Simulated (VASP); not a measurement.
Runs of VASP 6.6.1 on SnTe. The structure is that of space group P4/mmm (No. 123), or close to it. The cells are those of the table. The cell was generated, and may not be a known phase.

```csv
task,cell,k mesh,cutoff (eV),gap on the mesh (eV),pressure (GPa),relaxed volume (Å³/atom)
relaxation of cell and atoms,"relaxed from a = 4.450, b = 4.450, c = 3.180 Å, angles 90.0, 90.0, 90.6°, 2 atoms",4 × 4 × 6,600,none,0.0,(a)
single point,"a = 4.404, b = 4.404, c = 3.353 Å, angles 90.0, 90.0, 90.1°, 2 atoms",4 × 4 × 6,520,none,-0.2,-
relaxation of cell and atoms,"relaxed from a = 4.404, b = 4.404, c = 3.353 Å, 2 atoms",12 × 12 × 16,600,none,0.0,32.06
single point,"a = 4.450, b = 4.450, c = 3.180 Å, angles 90.0, 90.0, 90.6°, 2 atoms",4 × 4 × 4,520,none,0.0,-
single point,"a = 4.485, b = 4.485, c = 3.189 Å, 2 atoms",12 × 12 × 16,520,none,0.0,-
```

Alike in all rows: level PBE; potentials or basis VASP PAW PBE potentials, release 64 (Sn_d, Te); no spin polarisation; smearing gaussian 0.1 eV.

Problem. Estimate the missing entries.

Solution. (a) 32.41.

Caveats: some runs use coarse meshes; spin-orbit coupling is left out, which moves the levels of the heavy elements.

A k mesh can miss the band edges, and the runs leave out spin-orbit coupling on Sn, Te.

A gap of «none» marks levels without a gap at the run's occupations.
